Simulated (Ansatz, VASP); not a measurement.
# Hf: VASP beside Ansatz

```
Hf
1.0
     0.00000    2.03410    2.64433
     2.03410    0.00000    2.64433
     2.03410    2.03410    0.00000
Hf
1
Direct
  0.00000 0.00000 0.00000
```

Alike in both runs: task single point; functional r2SCAN; k mesh 20 × 20 × 20; occupations gaussian, width 0.15 eV; no spin polarisation.

```csv
,VASP,Ansatz
version,VASP 6.6.1,Ansatz 0.2.0
potentials or method,"VASP PAW PBE potentials, release 64 (Hf_pv), cutoff 520 eV","scalar-relativistic, plane waves, PAW"
valence electrons in the cell,10,26
```

Ansatz gave:

| Quantity | Value |
| --- | --- |
| gap on the k mesh at the Fermi level (eV) | none |
| pressure (GPa) | 1.4 |
| traceless stress, the component that is largest in VASP (GPa) | -10.80 |

**Question.** What did VASP give for the same quantities?

**Answer.** gap on the k mesh at the Fermi level (eV): none; pressure (GPa): 0.9; traceless stress, the component that is largest in VASP (GPa): -11.02.

VASP's potentials were made for PBE, not for r2SCAN. A gap of «none» marks a metal or a gap that the smearing closes. VASP's potentials hold 10 valence electrons a cell and Ansatz's 26, so a difference there can come from the potentials and not from the codes.

Spin-orbit coupling is off throughout.
